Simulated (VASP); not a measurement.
Input of a VASP 6.6.1 run:

File INCAR:

```
ALGO = Normal
EDIFF = 1E-6
ENCUT = 520
GGA = PE
ISIF = 2
ISMEAR = 0
LASPH = True
LCHARG = False
LREAL = False
LWAVE = False
NBANDS = 24
NELM = 100
PREC = Accurate
SIGMA = 0.01
```

KPOINTS

```
k-points
0
Gamma
  6 6 4
```

Contents of POSCAR:

```
KBr
1.0
    4.5476175449      0.0000000000      0.0000000000
   -2.2738087725      3.9383523206      0.0000000000
    0.0000000000      0.0000000000      7.9421627593
K Br
2 2
Direct
    0.0000000000      0.0000000000      0.0000000000
    0.0000000000      0.0000000000      0.5000000000
    0.3333333333      0.6666666667      0.2500000000
    0.6666666667      0.3333333333      0.7500000000
```

Potentials or basis: VASP PAW PBE potentials, release 64 (K_sv, Br).

Run with:

```console
$ cat potpaw_PBE.64/K_sv/POTCAR potpaw_PBE.64/Br/POTCAR > POTCAR
$ mpirun -np 1 vasp_std > vasp.out
```

Predict the pressure.

1.0 GPa.

Predict the band gap on the k mesh.

4.40 eV.

Stress tensor (GPa, compression positive):
```
0.92 0.00 0.00
0.00 0.92 0.00
0.00 0.00 1.11
```

A k mesh can miss the band edges.
